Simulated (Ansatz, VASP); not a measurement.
## Si8SbO15 in VASP and in Ansatz

```
CELL_PARAMETERS angstrom
0.00000 4.99265 6.93393
4.99265 0.00000 6.93393
4.99265 4.99265 0.00000
ATOMIC_POSITIONS crystal
Si 0.28896 0.23668 0.40526
Si 0.73875 0.75802 0.95081
Si 0.07141 0.69148 0.10145
Si 0.57131 0.16716 0.64240
Si 0.45490 0.81152 0.36124
Si 0.88166 0.35183 0.92726
Si 0.00614 0.99091 0.31979
Si 0.49483 0.51924 0.79707
Sb 0.05183 0.13562 0.66868
O 0.62155 0.68041 0.17300
O 0.49714 0.34358 0.75622
O 0.99171 0.84657 0.24490
O 0.42584 0.27003 0.47414
O 0.87579 0.80203 0.99583
O 0.23638 0.84822 0.37951
O 0.63752 0.42770 0.96418
O 0.96719 0.20744 0.14986
O 0.55232 0.65515 0.57498
O 0.44739 0.02498 0.29460
O 0.89310 0.55584 0.83557
O 0.25634 0.69100 0.90591
O 0.81849 0.05911 0.52785
O 0.15970 0.44982 0.23012
O 0.55975 0.97565 0.81939
```

Alike in both runs: functional PBE; k mesh 3 × 3 × 3; occupations fermi-dirac, width 0.01 eV; collinear spin.

Ansatz relaxed the structure, and its values are those at the end. VASP's run is a single point on that final structure, the one shown.

|  | VASP | Ansatz |
| --- | --- | --- |
| version | VASP 6.6.1 | Ansatz 0.2.0 |
| potentials or method | VASP PAW PBE potentials, release 64 (Si, Sb, O) | plane-wave PAW, scalar-relativistic |
| plane-wave cutoff (eV) | 520 | 420 |
| valence electrons in the cell | 127 | 137 |

Ansatz gave:

```
gap on the k mesh at the Fermi level (eV)                     : 0.70
pressure (GPa)                                                : 4.8
rms of the force components (eV/Å)                            : 0.004
net moment per atom (μB)                                      : 0.04
size of the moment on the site where the two differ most (μB) : 0.22
```

Q: What did VASP give for the same quantities?

A: gap on the k mesh at the Fermi level (eV): 0.69; pressure (GPa): 5.0; rms of the force components (eV/Å): 0.020; net moment per atom (μB): 0.04; size of the moment on the site where the two differ most (μB): 0.34.

Site moments also hang on the region over which each program counts them. VASP's potentials hold 127 valence electrons a cell and Ansatz's 137, so a difference there can come from the potentials and not from the codes. Ansatz's warnings: stress scf threshold loose.

Spin-orbit coupling is off throughout.
